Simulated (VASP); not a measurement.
# SiC (P6_3mc) in VASP: settings compared

Aim: see how the results for SiC move with the level of theory and the settings. Levels: PBE exchange alone, PBEsol. Tasks: single point.

All numbers are computed with VASP 6.6.1; they aren't measurements. Logs are shortened: lines on timing, memory, paths and dates and some standing lists are left out, and cuts for length are marked.

### 1 The cell of the first run

Symmetry: P6_3mc, No. 186, hexagonal system. The conventional cell has a = 3.179 Å, b = 3.179 Å, c = 10.417 Å, α = 90.00°, β = 90.00°, γ = 120.00°. Within 2.6 Å of Si (site symmetry 3m) lie 4 C at 1.95 Å. Within 2.6 Å of Si (site symmetry 3m) lie 4 C at 1.95 to 1.96 Å. Within 2.6 Å of C (site symmetry 3m) lie 4 Si at 1.95 Å. C (site symmetry 3m) has 4 Si at 1.95 to 1.96 Å within 2.6 Å.

### 2 Single point, PBE exchange alone

The input, INCAR:

```
PREC = Accurate ; ENCUT = 520
EDIFF = 1E-6 ; ISMEAR = -1
SIGMA = 0.05 ; LREAL = False
LASPH = True ; NELM = 100
ALGO = Normal ; ISIF = 2
LWAVE = False ; LCHARG = True
GGA = PE ; ALDAC = 0.0
AGGAC = 0.0 ; LELF = True
LVHAR = True ; NBANDS = 26
```

The input, KPOINTS:

```
regular mesh
0
Gamma
  10 10 3
```

The input, POSCAR:

```
SiC
1.0
    3.1790724686      0.0000000000      0.0000000000
   -1.5895362343      2.7531575183      0.0000000000
    0.0000000000      0.0000000000     10.4170127309
Si C
4 4
Direct
    0.0000000000      0.0000000000      0.1877979676
    0.0000000000      0.0000000000      0.6877979676
    0.3333333333      0.6666666667      0.4379101509
    0.6666666667      0.3333333333      0.9379101509
    0.0000000000      0.0000000000      0.0005076258
    0.0000000000      0.0000000000      0.5005076258
    0.3333333333      0.6666666667      0.2497832557
    0.6666666667      0.3333333333      0.7497832557
```

Potentials or basis: VASP PAW PBE potentials, release 64 (Si, C).

The run is started by

```console
> cat potpaw_PBE.64/Si/POTCAR potpaw_PBE.64/C/POTCAR > POTCAR
> mpirun -np 1 vasp_std > vasp.out
```

OUTCAR:

```text
PREC = Accurate
   ENCUT = 520
   EDIFF = 1E-6
   ISMEAR = -1
   LREAL = False
   LASPH = True
   NELM = 100
   ISIF = 2
   GGA = PE

 ion  position               nearest neighbor table
   1  0.000  0.000  0.188-   7 1.95   7 1.95   7 1.95   5 1.95
   2  0.000  0.000  0.688-   8 1.95   8 1.95   8 1.95   6 1.95
   3  0.333  0.667  0.438-   6 1.95   6 1.95   6 1.95   7 1.96
   4  0.667  0.333  0.938-   5 1.95   5 1.95   5 1.95   8 1.96
   5  0.000  0.000  0.001-   4 1.95   4 1.95   4 1.95   1 1.95
   6  0.000  0.000  0.501-   3 1.95   3 1.95   3 1.95   2 1.95
   7  0.333  0.667  0.250-   1 1.95   1 1.95   1 1.95   3 1.96
   8  0.667  0.333  0.750-   2 1.95   2 1.95   2 1.95   4 1.96

  LATTYP: Found a hexagonal cell.
 ALAT       =     3.1790724686
 C/A-ratio  =     3.2767459169

  Lattice vectors:

 A1 = (   3.1790724686,   0.0000000000,   0.0000000000)
 A2 = (  -1.5895362343,   2.7531575183,   0.0000000000)
 A3 = (   0.0000000000,   0.0000000000,  10.4170127309)

Analysis of symmetry for initial positions (statically):
=====================================================================
 Subroutine PRICEL returns:
 Original cell was already a primitive cell.

 Routine SETGRP: Setting up the symmetry group for a
 hexagonal supercell.

 Subroutine GETGRP returns: Found 12 space group operations
 (whereof  6 operations were pure point group operations)
 out of a pool of 24 trial point group operations.

The static configuration has the point symmetry C_3v.
 The point group associated with its full space group is C_6v.

Analysis of symmetry for dynamics (positions and initial velocities):
=====================================================================
 Subroutine PRICEL returns:
 Original cell was already a primitive cell.

 Routine SETGRP: Setting up the symmetry group for a
 hexagonal supercell.

 Subroutine GETGRP returns: Found 12 space group operations
 (whereof  6 operations were pure point group operations)
 out of a pool of 24 trial point group operations.

The dynamic configuration has the point symmetry C_3v.
 The point group associated with its full space group is C_6v.

 Subroutine INISYM returns: Found 12 space group operations
 (whereof  6 operations are pure point group operations),
 and found     1 'primitive' translations

----------------------------------------------------------------------------------------

                                     Primitive cell

  volume of cell :      91.1748

  direct lattice vectors                    reciprocal lattice vectors
     3.179072469  0.000000000  0.000000000     0.314557158  0.181609660  0.000000000
    -1.589536234  2.753157518  0.000000000     0.000000000  0.363219319  0.000000000
     0.000000000  0.000000000 10.417012731     0.000000000  0.000000000  0.095996811

  length of vectors
     3.179072469  3.179072469 10.417012731     0.363219319  0.363219319  0.095996811

  position of ions in fractional coordinates (direct lattice)
     0.000000000  0.000000000  0.187797968
     0.000000000  0.000000000  0.687797968
     0.333333333  0.666666667  0.437910151
     0.666666667  0.333333333  0.937910151
     0.000000000  0.000000000  0.000507626
     0.000000000  0.000000000  0.500507626
     0.333333333  0.666666667  0.249783256
     0.666666667  0.333333333  0.749783256

  ion indices of the primitive-cell ions
   primitive index   ion index
                 1           1
                 2           2
                 3           3
                 4           4
                 5           5
                 6           6
                 7           7
                 8           8

----------------------------------------------------------------------------------------

 KPOINTS: regular mesh

Automatic generation of k-mesh.
 Grid dimensions read from file:
 generate k-points for:   10   10    3

 Generating k-lattice:

  Cartesian coordinates                     Fractional coordinates (reciprocal lattice)
     0.031455716  0.018160966  0.000000000     0.100000000  0.000000000  0.000000000
     0.000000000  0.036321932  0.000000000     0.000000000  0.100000000  0.000000000
     0.000000000  0.000000000  0.031998937     0.000000000  0.000000000  0.333333333

  Length of vectors
     0.036321932  0.036321932  0.031998937

  Shift w.r.t. Gamma in fractional coordinates (k-lattice)
     0.000000000  0.000000000  0.000000000

 Subroutine IBZKPT returns following result:
 ===========================================

 Found     28 irreducible k-points:

 Following reciprocal coordinates:
            Coordinates               Weight
  0.000000  0.000000  0.000000      1.000000
  0.100000 -0.000000  0.000000      6.000000
  0.200000 -0.000000  0.000000      6.000000
  0.300000 -0.000000  0.000000      6.000000
  0.400000 -0.000000  0.000000      6.000000
  0.500000  0.000000  0.000000      3.000000
[... 16 lines left out ...]
  0.300000  0.100000  0.333333     24.000000
  0.400000  0.100000  0.333333     24.000000
 [... further k-points ...]
   k-points           NKPTS =     28   k-points in BZ     NKDIM =     28   number of bands    NBANDS=     26
   number of dos      NEDOS =    301   number of ions     NIONS =      8
   total plane-waves  NPLWV =  46080
   dimension x,y,z NGX =    24 NGY =   24 NGZ =   80
   dimension x,y,z NGXF=    48 NGYF=   48 NGZF=  160
   ions per type =               4   4
   NGX,Y,Z   is equivalent  to a cutoff of  12.55, 12.55, 12.77 a.u.
   NGXF,Y,Z  is equivalent  to a cutoff of  25.10, 25.10, 25.53 a.u.
 SYSTEM =  unknown system
   PREC   = accura    normal or accurate (medium, high low for compatibility)
   ISTART =      0    job   : 0-new  1-cont  2-samecut
   ICHARG =      2    charge: 1-file 2-atom 10-const
   ISPIN  =      1    spin polarized calculation?
   LNONCOLLINEAR =      F non collinear calculations
   LSORBIT =      F    spin-orbit coupling
   LASPH  =      T    aspherical Exc in radial PAW
   ENCUT  =  520.0 eV  38.22 Ry    6.18 a.u.   5.91  5.91 19.37*2*pi/ulx,y,z
   NELM   =    100;   NELMIN=  2; NELMDL= -5     # of ELM steps
   EDIFF  = 0.1E-05   stopping-criterion for ELM
   LREAL  =      F    real-space projection
   EDIFFG = 0.1E-04   stopping-criterion for IOM
   NSW    =      0    number of steps for IOM
   IBRION =     -1    ionic relax: 0-MD 1-quasi-New 2-CG
   NFREE  =      0    steps in history (QN), initial steepest desc. (CG)
   ISIF   =      2    stress and relaxation
   ISYM   =      2    0-nonsym 1-usesym 2-fastsym
   POTIM  = 0.5000    time-step for ionic-motion
   TEBEG  =    0.0;   TEEND  =   0.0 temperature during run
   PSTRESS=    0.0 pullay stress
   NELECT =      32.0000    total number of electrons
   NUPDOWN=      -1.0000    fix difference up-down
   EMIN   =  10.00;   EMAX   =-10.00  energy-range for DOS
   EFERMI =   0.00;   METHOD = LEGACY
   ISMEAR =    -1;   SIGMA  =   0.05  broadening in eV -4-tet -1-fermi 0-gaus
   EFERMI_NEDOS =   21; number of points for ismear=-14 and -15
   IALGO  =     38    algorithm
   IMIX   =      4    mixing-type and parameters
     AMIX     =   0.40;   BMIX     =  1.00
     AMIX_MAG =   1.60;   BMIX_MAG =  1.00
  volume/ion in A,a.u.               =      11.40        76.91
  Fermi-wavevector in a.u.,A,eV,Ry     =   1.154782  2.182221 18.143655  1.333521
  Thomas-Fermi vector in A             =   2.291416
   LORBIT       =      0    0 simple, 1 ext, 2 COOP (PROOUT), +10 PAW based schemes
   GGA     = PE    functional components
   LHFCALC =     F    Hartree Fock is set to
   AEXX    =    0.0000 exact exchange contribution
   IVDW    =     0    specifies the selected vdW correction
   LEPSILON=     F    determine dielectric tensor
   LRPA    =     F    only Hartree local field effects (RPA)
 non-spin polarized calculation
  energy-cutoff  :      520.00
  volume of cell :       91.17
 maximum number of plane-waves:      2484
 NGX is ok and might be reduce to    24
   NGX = 11   NGY = 11   NGZ = 39

 number of electron      32.0000000 magnetization

 Free energy of the ion-electron system (eV)
  ---------------------------------------------------
  ext. energy  EPLUGINS =         0.00000000
  ---------------------------------------------------
  free energy    TOTEN  =       -46.96375542 eV

  energy without entropy =      -46.96375542  energy(sigma->0) =      -46.96375542

 E-fermi :   9.6777     XC(G=0):  -9.1582

 val. band max:        8.6327114972   @ k =   0.0000   0.0000   0.0000
 cond. band min:      11.1186479334   @ k =   0.5000   0.0000   0.0000
 fundamental gap:      2.4859364362
 Fermi energy:         9.6776648392

 k-point     1 :       0.0000    0.0000    0.0000
  band No.  band energies     occupation
      1      -5.9934      2.00000
      2      -4.9204      2.00000
      3      -4.8856      2.00000
      4      -2.8319      2.00000
      5       0.6824      2.00000
      6       4.4875      2.00000
[... 18 lines left out ...]
     25      15.4503      0.00000
     26      16.3113      0.00000

 k-point     2 :       0.1000   -0.0000    0.0000
  band No.  band energies     occupation
      1      -5.8341      2.00000
      2      -4.7668      2.00000
      3      -4.7315      2.00000
      4      -2.6969      2.00000
      5       0.8182      2.00000
      6       4.5155      2.00000
[... 18 lines left out ...]
     25      15.8265      0.00000
     26      15.9644      0.00000

 k-point     3 :       0.2000   -0.0000    0.0000
  band No.  band energies     occupation
      1      -5.3632      2.00000
      2      -4.3156      2.00000
      3      -4.2783      2.00000
      4      -2.3120      2.00000
      5       1.1926      2.00000
      6       4.2553      2.00000
[... 572 lines left out ...]
 k-point    23 :       0.3000    0.1000    0.3333
  band No.  band energies     occupation
      1      -3.9225      2.00000
      2      -3.5918      2.00000
      3      -2.4106      2.00000
      4      -1.7733      2.00000
      5       1.6674      2.00000
      6       1.9562      2.00000
[... 18 lines left out ...]
     25      16.4552      0.00000
     26      17.3223      0.00000

 k-point    24 :       0.4000    0.1000    0.3333
  band No.  band energies     occupation
      1      -2.9902      2.00000
      2      -2.7327      2.00000
      3      -1.9228      2.00000
      4      -1.5788      2.00000
      5       1.0106      2.00000
      6       1.2730      2.00000
[... 18 lines left out ...]
     25      16.1102      0.00000
     26      17.0410      0.00000

 [... further k-points ...]
[... 5 lines left out ...]
  --------------------------------------------------------------------------------------
  -------------------------------------------------------------------------------------
  Total        0.1574057      0.1574057      0.1596054      0.0000000      0.0000000      0.0000000
  in kB        2.7660261      2.7660261      2.8046809      0.0000000      0.0000000      0.0000000
  external PRESSURE =       2.7789110 kB  Pullay stress =       0.0000000 kB

 VOLUME and BASIS-vectors are now :
 -----------------------------------------------------------------------------
  energy-cutoff  :      520.00
  volume of cell :       91.17
      direct lattice vectors                 reciprocal lattice vectors
     3.179072469  0.000000000  0.000000000     0.314557158  0.181609660  0.000000000
    -1.589536234  2.753157518  0.000000000     0.000000000  0.363219319  0.000000000
     0.000000000  0.000000000 10.417012731     0.000000000  0.000000000  0.095996811

 POSITION                                       TOTAL-FORCE (eV/Angst)
 -----------------------------------------------------------------------------------
      0.00000      0.00000      1.95629        -0.000000     -0.000000     -0.001600
      0.00000      0.00000      7.16480         0.000000      0.000000     -0.001600
     -0.00000      1.83544      4.56172        -0.000000     -0.000000      0.000802
      1.58954      0.91772      9.77022         0.000000      0.000000      0.000802
      0.00000      0.00000      0.00529        -0.000000      0.000000      0.000594
      0.00000      0.00000      5.21379         0.000000     -0.000000      0.000594
     -0.00000      1.83544      2.60200        -0.000000      0.000000      0.000204
      1.58954      0.91772      7.81050         0.000000     -0.000000      0.000204
 -----------------------------------------------------------------------------------
    total drift:                               -0.000000     -0.000000      0.000413

  FREE ENERGIE OF THE ION-ELECTRON SYSTEM (eV)
  ---------------------------------------------------
  free  energy   TOTEN  =       -46.9637554215 eV

  energy  without entropy=      -46.9637554214  energy(sigma->0) =      -46.96375542
```

It took 40 s on 1 thread of Intel Xeon Platinum 8488C (Sapphire Rapids), shared host; peak memory 0.21 GiB.

Results:

```yaml
Free_energy: -46.9638 eV
Pressure: 0.3 GPa
Band_gap_on_the_k_mesh: 2.49 eV, indirect (least direct gap 3.57 eV)
```

Levels at points of the mesh, in eV from the valence-band top:
| k point | band 13 | band 14 | band 15 | band 16 | band 17 | band 18 | band 19 | band 20 |
| --- | --- | --- | --- | --- | --- | --- | --- | --- |
| (0.00, 0.00, 0.00) | -0.57 | -0.05 | 0.00 | 0.00 | 4.44 | 5.01 | 5.36 | 5.60 |
| (0.50, 0.00, 0.00) | -2.19 | -2.09 | -1.48 | -1.09 | 2.49 | 2.56 | 4.18 | 4.34 |

A k mesh can miss the band edges.

### 3 Single point, PBEsol (volume scaled by 0.94)

The input, INCAR:

```
SYSTEM = SiC
PREC = Accurate
ENCUT = 520
EDIFF = 1E-7
ISMEAR = -1
SIGMA = 0.05
LREAL = .FALSE.
LASPH = .TRUE.
NELM = 60
ALGO = Normal
ISIF = 2
LWAVE = .FALSE.
LCHARG = .FALSE.
GGA = PS
NBANDS = 26
```

The input, KPOINTS:

```
Automatic mesh
0
G
  10 10 3
  0 0 0
```

The input, POSCAR:

```
SiC
1.0
    3.0129072637      0.0000000000      0.0000000000
   -1.5064536318      2.6092542296      0.0000000000
    0.0000000000      0.0000000000      9.8650653976
Si C
4 4
Direct
    0.0000000000      0.0000000000      0.1878943800
    0.0000000000      0.0000000000      0.6878943800
    0.3333333333      0.6666666667      0.4378419800
    0.6666666667      0.3333333333      0.9378419800
    0.0000000000      0.0000000000      0.0004600500
    0.0000000000      0.0000000000      0.5004600500
    0.3333333333      0.6666666667      0.2498025900
    0.6666666667      0.3333333333      0.7498025900
```

Potentials or basis: VASP PAW PBE potentials, release 64 (Si, C).

The run is started by

```console
> cat potpaw_PBE.64/Si/POTCAR potpaw_PBE.64/C/POTCAR > POTCAR
> mpirun -np 1 vasp_std > vasp.out
```

Wall time 24 s (1 thread of Intel Xeon 6975P-C (Granite Rapids), shared host); peak memory 0.2 GiB.

Results (log left out):

```yaml
Free_energy: -63.4139 eV
Pressure: 16.5 GPa
Largest_force: 0.027 eV/Å
Band_gap_on_the_k_mesh: 2.12 eV, indirect (least direct gap 3.26 eV)
```

Forces in eV/Å, atoms in the order of the input:
```
Si   0.000  0.000  0.013
Si   0.000  0.000  0.013
Si   0.000  0.000 -0.027
Si   0.000  0.000 -0.027
C    0.000  0.000 -0.001
C    0.000  0.000 -0.001
C    0.000  0.000  0.015
C    0.000  0.000  0.015
```

Stress tensor (GPa, compression positive):
```
16.60  0.00  0.00
 0.00 16.60  0.00
 0.00  0.00 16.23
```

Levels at points of the mesh, in eV from the valence-band top:
```tsv
k point	band 12	band 13	band 14	band 15	band 16	band 17	band 18	band 19	band 20	band 21
(0.00, 0.00, 0.00)	-0.59	-0.59	-0.06	0.00	0.00	5.60	6.17	6.83	6.97	7.23
(0.50, 0.00, 0.00)	-2.49	-2.46	-2.30	-1.63	-1.14	2.12	2.29	4.30	5.03	5.48
```

Caveat: the PAW data sets were made with another functional, which shifts forces and pressure a little.
